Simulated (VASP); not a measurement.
# Sb3Au (Im-3m) in VASP: notebook, part 2 of 2

VASP 6.6.1.

## (3) Electric field gradients, LDA (27.81 Å³/atom)

This run uses another cell than the first one, of 27.81 Å³/atom.

INCAR

```
ALGO = Normal ; EDIFF = 1E-8
ENCUT = 520 ; ISIF = 2
ISMEAR = -1 ; LASPH = True
LCHARG = False ; LEFG = True
LREAL = False ; LWAVE = False
NBANDS = 21 ; NELM = 100
PREC = Accurate ; SIGMA = 0.05
```

KPOINTS

```
k-points
0
Gamma
  10 10 10
```

POSCAR

```
Sb3Au
1.0
   -3.0298327000      3.0298327000      3.0298327000
    3.0298327000     -3.0298327000      3.0298327000
    3.0298327000      3.0298327000     -3.0298327000
Sb Au
3 1
Direct
    0.0000000000      0.5000000000      0.5000000000
    0.5000000000      0.0000000000      0.5000000000
    0.5000000000      0.5000000000      0.0000000000
    0.0000000000      0.0000000000      0.0000000000
```

Potentials or basis: VASP PAW LDA potentials, release 64 (Sb, Au).

On the command line:

```bash
cat potpaw_LDA.64/Sb/POTCAR potpaw_LDA.64/Au/POTCAR > POTCAR
mpirun -np 1 vasp_std > vasp.out
```

OUTCAR:

```text
EDIFF = 1E-8
   ENCUT = 520
   ISIF = 2
   ISMEAR = -1
   LASPH = True
   LREAL = False
   NELM = 100
   PREC = Accurate

 ion  position               nearest neighbor table
   1  0.000  0.500  0.500-   2 3.03   3 3.03   4 3.03   4 3.03   3 3.03   2 3.03
   2  0.500  0.000  0.500-   1 3.03   3 3.03   4 3.03   3 3.03   4 3.03   1 3.03
   3  0.500  0.500  0.000-   1 3.03   2 3.03   4 3.03   2 3.03   1 3.03   4 3.03
   4  0.000  0.000  0.000-   1 3.03   2 3.03   3 3.03   1 3.03   2 3.03   3 3.03

  LATTYP: Found a body centered cubic cell.
 ALAT       =     6.0596654000

  Lattice vectors:

 A1 = (  -3.0298327000,   3.0298327000,   3.0298327000)
 A2 = (   3.0298327000,  -3.0298327000,   3.0298327000)
 A3 = (   3.0298327000,   3.0298327000,  -3.0298327000)
[... 801 lines left out ...]
   1      -3.722     1.861     1.861    -0.000    -0.000    -0.000
   2       1.861    -3.722     1.861    -0.000    -0.000    -0.000
   3       1.861     1.861    -3.722    -0.000    -0.000    -0.000
   4      -0.000    -0.000     0.000    -0.001    -0.001    -0.001
---------------------------------------------------------------------

 Electric field gradients after diagonalization (V/A^2)
 (convention: |V_zz| > |V_xx| > |V_yy|)
----------------------------------------------------------------------
 ion       V_xx      V_yy      V_zz     asymmetry (V_yy - V_xx)/ V_zz
----------------------------------------------------------------------
   1       1.861     1.861    -3.722       0.000
   2       1.861     1.861    -3.722       0.000
   3       1.861     1.861    -3.722       0.000
   4       0.001     0.001    -0.001       0.000
----------------------------------------------------------------------

           NMR quadrupolar parameters

 Cq : quadrupolar parameter    Cq=e*Q*V_zz/h
 eta: asymmetry parameters     (V_yy - V_xx)/ V_zz
 Q  : nuclear electric quadrupole moment in mb (millibarn)
----------------------------------------------------------------------
 ion       Cq(MHz)       eta       Q (mb)
----------------------------------------------------------------------
   1      -0.009       0.000       1.000
   2      -0.009       0.000       1.000
   3      -0.009       0.000       1.000
   4      -0.000       0.000       1.000
----------------------------------------------------------------------
```

stdout:

```text
POSCAR found type information on POSCAR SbAu
 POSCAR found :  2 types and       4 ions
 scaLAPACK will be used
 LDA part: xc-table for (Slater(with rela. corr.)+CA(PZ))
 , standard interpolation
 POSCAR, INCAR and KPOINTS ok, starting setup
 FFT: planning ... GRIDC
 FFT: planning ... GRID_SOFT
 FFT: planning ... GRID
 WAVECAR not read
 entering main loop
ion   1

ion   2

ion   3

ion   4
```

Wall time 46 s (1 thread of Intel Xeon 6975P-C (Granite Rapids), shared host); peak memory 0.26 GiB.

What came out:

| Quantity | Value |
| --- | --- |
| Free energy | -18.4648 eV |
| Pressure | -7.3 GPa |
| Band gap on the k mesh | zero (bands 13 and 14 overlap by 2.76 eV) |
| Largest electric field gradient by atom | Sb -3.7; Au +0.0 V/Å² |

Levels at points of the mesh, in eV from the Fermi level:
```csv
k point,band 11,band 12,band 13,band 14,band 15,band 16
"(0.00, 0.00, 0.00)",-3.28,-1.40,-1.40,-1.40,-1.07,3.83
"(0.50, 0.00, 0.00)",-2.03,-0.46,-0.09,0.09,0.98,2.51
"(0.50, 0.50, 0.50)",-3.47,-0.09,-0.09,-0.09,0.04,5.95
```

Electric field gradients, principal values (V/Å²):
```tsv
atom	least	middle	greatest (by size)
1 Sb	1.861	1.861	-3.722
2 Sb	1.861	1.861	-3.722
3 Sb	1.861	1.861	-3.722
4 Au	-0.001	0.001	0.001
```

Caveat: the cell stands under tension; without QUAD_EFG the Cq values of the log hold for a quadrupole moment of 1 mb, not for the nuclei; spin-orbit coupling is left out, which moves the levels of the heavy elements.

## (4) Electric field gradients, LDA (27.81 Å³/atom)

This run uses another cell than the first one, of 27.81 Å³/atom.

INCAR

```
PREC = Accurate
ENCUT = 520
EDIFF = 1E-8
ISMEAR = -1
SIGMA = 0.05
LREAL = False
LASPH = True
NELM = 80
ALGO = Normal
ISIF = 2
LWAVE = False
LCHARG = False
GGA = CA
LEFG = True
NBANDS = 21
```

KPOINTS

```
Automatic mesh
0
Gamma
  10 10 10
```

POSCAR is that of step 3.

Potentials or basis: VASP PAW LDA potentials, release 64 (Sb, Au).

On the command line:

```bash
cat potpaw_LDA.64/Sb/POTCAR potpaw_LDA.64/Au/POTCAR > POTCAR
mpirun -np 1 vasp_std > vasp.out
```

OUTCAR:

```text
PREC = Accurate
   ENCUT = 520
   EDIFF = 1E-8
   ISMEAR = -1
   LREAL = False
   LASPH = True
   NELM = 80
   ISIF = 2
   GGA = CA

 ion  position               nearest neighbor table
   1  0.000  0.500  0.500-   2 3.03   3 3.03   4 3.03   4 3.03   3 3.03   2 3.03
   2  0.500  0.000  0.500-   1 3.03   3 3.03   4 3.03   3 3.03   4 3.03   1 3.03
   3  0.500  0.500  0.000-   1 3.03   2 3.03   4 3.03   2 3.03   1 3.03   4 3.03
   4  0.000  0.000  0.000-   1 3.03   2 3.03   3 3.03   1 3.03   2 3.03   3 3.03

  LATTYP: Found a body centered cubic cell.
 ALAT       =     6.0596654000

  Lattice vectors:

[... 802 lines left out ...]
 ion       V_xx      V_yy      V_zz      V_xy      V_xz      V_yz
---------------------------------------------------------------------
   1      -3.722     1.861     1.861    -0.000    -0.000    -0.000
   2       1.861    -3.722     1.861    -0.000    -0.000    -0.000
   3       1.861     1.861    -3.722    -0.000    -0.000    -0.000
   4      -0.000    -0.000     0.000    -0.001    -0.001    -0.001
---------------------------------------------------------------------

 Electric field gradients after diagonalization (V/A^2)
 (convention: |V_zz| > |V_xx| > |V_yy|)
----------------------------------------------------------------------
 ion       V_xx      V_yy      V_zz     asymmetry (V_yy - V_xx)/ V_zz
----------------------------------------------------------------------
   1       1.861     1.861    -3.722       0.000
   2       1.861     1.861    -3.722       0.000
   3       1.861     1.861    -3.722       0.000
   4       0.001     0.001    -0.001       0.000
----------------------------------------------------------------------

           NMR quadrupolar parameters

 Cq : quadrupolar parameter    Cq=e*Q*V_zz/h
 eta: asymmetry parameters     (V_yy - V_xx)/ V_zz
 Q  : nuclear electric quadrupole moment in mb (millibarn)
----------------------------------------------------------------------
 ion       Cq(MHz)       eta       Q (mb)
----------------------------------------------------------------------
   1      -0.009       0.000       1.000
   2      -0.009       0.000       1.000
   3      -0.009       0.000       1.000
   4      -0.000       0.000       1.000
----------------------------------------------------------------------
```

OSZICAR:

```text
N       E                     dE             d eps       ncg     rms          rms(c)
DAV:   1     0.134396874663E+03    0.13440E+03   -0.96785E+03  1974   0.102E+03
DAV:   2    -0.112221507989E+02   -0.14562E+03   -0.13996E+03  2445   0.186E+02
DAV:   3    -0.188677708553E+02   -0.76456E+01   -0.75055E+01  2462   0.469E+01
DAV:   4    -0.189538845864E+02   -0.86114E-01   -0.86056E-01  2147   0.538E+00
DAV:   5    -0.189549982285E+02   -0.11136E-02   -0.11136E-02  2293   0.692E-01    0.591E+00
DAV:   6    -0.185267270892E+02    0.42827E+00   -0.29871E+00  2109   0.138E+01    0.436E+00
DAV:   7    -0.184764637103E+02    0.50263E-01   -0.23695E-01  2019   0.405E+00    0.244E+00
DAV:   8    -0.184684661090E+02    0.79976E-02   -0.65945E-02  2113   0.154E+00    0.366E-01
DAV:   9    -0.184648221607E+02    0.36439E-02   -0.15102E-02  2109   0.108E+00    0.174E-01
DAV:  10    -0.184648285803E+02   -0.64196E-05   -0.10114E-03  2164   0.164E-01    0.364E-02
DAV:  11    -0.184647897053E+02    0.38875E-04   -0.17617E-04  2193   0.112E-01    0.101E-02
DAV:  12    -0.184647911072E+02   -0.14019E-05   -0.20132E-05  2114   0.248E-02    0.105E-02
DAV:  13    -0.184647903804E+02    0.72680E-06   -0.16200E-06  2193   0.103E-02    0.397E-03
DAV:  14    -0.184647903306E+02    0.49766E-07   -0.47494E-07  2164   0.447E-03    0.304E-04
DAV:  15    -0.184647903317E+02   -0.11000E-08   -0.13127E-08  1378   0.778E-04
   1 F= -.18464790E+02 E0= -.18456010E+02  d E =-.175605E-01
```

Wall time 45 s (1 thread of Intel Xeon 6975P-C (Granite Rapids), shared host); peak memory 0.26 GiB.

Results:

```
Free energy                             : -18.4648 eV
Pressure                                : -7.3 GPa
Band gap on the k mesh                  : zero (bands 13 and 14 overlap by 2.76 eV)
Largest electric field gradient by atom : Sb -3.7; Au +0.0 V/Å²
```

Electric field gradients, principal values (V/Å²):
```
atom   least  middle  greatest (by size)
1 Sb   1.861   1.861              -3.722
2 Sb   1.861   1.861              -3.722
3 Sb   1.861   1.861              -3.722
4 Au  -0.001   0.001               0.001
```

Caveat: the cell stands under tension; without QUAD_EFG the Cq values of the log hold for a quadrupole moment of 1 mb, not for the nuclei; spin-orbit coupling is left out, which moves the levels of the heavy elements.
